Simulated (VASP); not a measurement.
Write the native input for VASP 6.6.1 that does the following.

| Property | Result |
| --- | --- |
| Task | single point |
| Functional | RPBE |
| Potentials or basis | VASP PAW PBE potentials, release 64 (Ag) |
| Cutoff | 520 eV |
| k mesh | 15 × 15 × 15 |
| Occupations | fermi-dirac, width 0.1 eV |
| Spin | no spin polarisation |
| Dipole correction | no |
| Further INCAR settings | ALGO = Normal; EDIFF = 1e-06; NBANDS = 12 |

The structure of Ag lies in POSCAR:

```
Ag
1.0
   -1.6080435345      1.6080435345      1.6080435345
    1.6080435345     -1.6080435345      1.6080435345
    1.6080435345      1.6080435345     -1.6080435345
Ag
1
Direct
    0.0000000000      0.0000000000      0.0000000000
```

This cell differs from its parent crystal: volume scaled by 0.88.

These files were run (other wordings do the same):

INCAR

```
SYSTEM = Ag
ALGO = Normal
EDIFF = 1E-6
ENCUT = 520
GGA = RP
ISIF = 2
ISMEAR = -1
LASPH = .TRUE.
LCHARG = .FALSE.
LREAL = .FALSE.
LWAVE = .FALSE.
NBANDS = 12
NELM = 60
PREC = Accurate
SIGMA = 0.1
```

KPOINTS

```
k-points
0
G
  15 15 15
  0 0 0
```

Potentials or basis: VASP PAW PBE potentials, release 64 (Ag).

The run is started by

```console
$ cat potpaw_PBE.64/Ag/POTCAR > POTCAR
$ mpirun -np 1 vasp_std > vasp.out
```

Results of the run:

```
Pressure : 12.7 GPa
```

Caveat: the PAW data sets were made with another functional, which shifts forces and pressure a little.

It took 19 s on 1 thread of Intel Xeon 8259CL, with other jobs on the host, peak memory 0.15 GiB.
